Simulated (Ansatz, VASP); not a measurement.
# Two plane-wave programs on BaTiO3

```
CELL_PARAMETERS angstrom
4.09120 0.00000 0.00000
0.00000 4.09120 0.00000
0.00000 0.00000 4.23638
ATOMIC_POSITIONS crystal
Ba 0.50000 0.50000 0.59466
Ti 0.00000 0.00000 0.11113
O 0.00000 0.50000 0.06109
O 0.50000 0.00000 0.06109
O 0.00000 0.00000 0.53202
```

Change from the starting cell: hydrostatic strain +3.0%.

Alike in both runs: task single point; functional r2SCAN; k mesh 6 × 6 × 6; no spin polarisation.

|  | VASP | Ansatz |
| --- | --- | --- |
| version | VASP 6.6.1 | Ansatz 0.2.0 |
| potentials or method | VASP PAW PBE potentials, release 64 (Ba_sv, Ti_sv, O) | plane waves, PAW |
| plane-wave cutoff (eV) | 520 | 500 |
| occupations | gaussian, width 0.01 eV | fixed |
| valence electrons in the cell | 40 | 40 |

```tsv
	VASP	Ansatz	Ansatz less VASP
gap on the k mesh at the Fermi level (eV)	2.09	2.10	+0.012
pressure (GPa)	-8.7	-10.1	-1.47
traceless stress, the component that is largest in VASP (GPa)	3.72	3.42	-0.295
rms of the force components (eV/Å)	0.084	0.000	-0.0838
```

VASP's potentials were made for PBE, not for r2SCAN. Atom by atom the forces differ by 0.084 eV/Å (rms over components).

Neither program's run includes spin-orbit coupling.
